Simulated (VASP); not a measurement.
Wanted: the native input for a VASP 6.6.1 run.

| Item | Value |
| --- | --- |
| Task | single point |
| Functional | r2SCAN |
| Potentials or basis | VASP PAW PBE potentials, release 64 (Hf_pv, O) |
| Cutoff | 520 eV |
| k mesh | 6 × 6 × 6 |
| Occupations | gaussian, width 0.02 eV |
| Spin | no spin polarisation |
| Dipole correction | no |
| Further INCAR settings | ALGO = Normal; EDIFF = 1e-07; NBANDS = 31 |

Crystal: HfO2.

```
CELL_PARAMETERS angstrom
3.68413 0.00000 0.00000
0.00000 3.68413 0.00000
0.00000 0.00000 5.14401
ATOMIC_POSITIONS crystal
Hf 0.50000 0.50000 0.50000
Hf 0.00000 0.00000 0.00000
O 0.00000 0.50000 0.69200
O 0.50000 0.00000 0.80800
O 0.50000 0.00000 0.30800
O 0.00000 0.50000 0.19200
```

This cell differs from its parent crystal: biaxial strain in the a-b plane: +3.0 %, then relaxed in part.

One way to write it, as run:

POSCAR

```
HfO2
1.0
    3.6841290612      0.0000000000      0.0000000000
    0.0000000000      3.6841290612      0.0000000000
    0.0000000000      0.0000000000      5.1440065573
Hf O
2 4
Direct
    0.5000000000      0.5000000000      0.5000000000
    0.0000000000      0.0000000000      0.0000000000
    0.0000000000      0.5000000000      0.6919993738
    0.5000000000      0.0000000000      0.8080006262
    0.5000000000      0.0000000000      0.3080006262
    0.0000000000      0.5000000000      0.1919993738
```

INCAR.step1

```
SYSTEM = HfO2
PREC = Accurate
ENCUT = 520
ISMEAR = 0
SIGMA = 0.02
LREAL = .False.
LASPH = .True.
NELM = 60
NBANDS = 31
GGA = PE
ALGO = Normal
EDIFF = 1E-4
LWAVE = .True.
LCHARG = .False.
```

INCAR.step2

```
SYSTEM = HfO2
PREC = Accurate
ENCUT = 520
EDIFF = 1E-7
ISMEAR = 0
SIGMA = 0.02
LREAL = .False.
LASPH = .True.
NELM = 60
ALGO = Normal
ISIF = 2
LWAVE = .False.
LCHARG = .True.
METAGGA = R2SCAN
LMIXTAU = .True.
LELF = .True.
LVHAR = .True.
NBANDS = 31
ISTART = 1
```

KPOINTS

```
Automatic mesh
0
Gamma
  6 6 6
  0 0 0
```

Potentials or basis: VASP PAW PBE potentials, release 64 (Hf_pv, O).

The run is started by

```sh
$ cat potpaw_PBE.64/Hf_pv/POTCAR potpaw_PBE.64/O/POTCAR > POTCAR
$ cp INCAR.step1 INCAR
$ mpirun -np 1 vasp_std > vasp.out
$ cp INCAR.step2 INCAR
$ mpirun -np 1 vasp_std > vasp.out
```

Results of the run:

* Pressure: -14.3 GPa
* Largest force: 0.069 eV/Å
* Band gap on the k mesh: 4.63 eV, indirect (least direct gap 4.70 eV)

Caveat: the cell differs from its parent crystal (biaxial strain in the a-b plane: +3.0 %, then relaxed in part); the PAW data sets were made with another functional, which shifts forces and pressure a little; spin-orbit coupling is left out, which moves the levels of the heavy elements.

It took 3.2 min on 1 thread of Intel(R) Xeon(R) Platinum 8559C (Emerald Rapids), with other jobs on the host, peak memory 0.22 GiB.
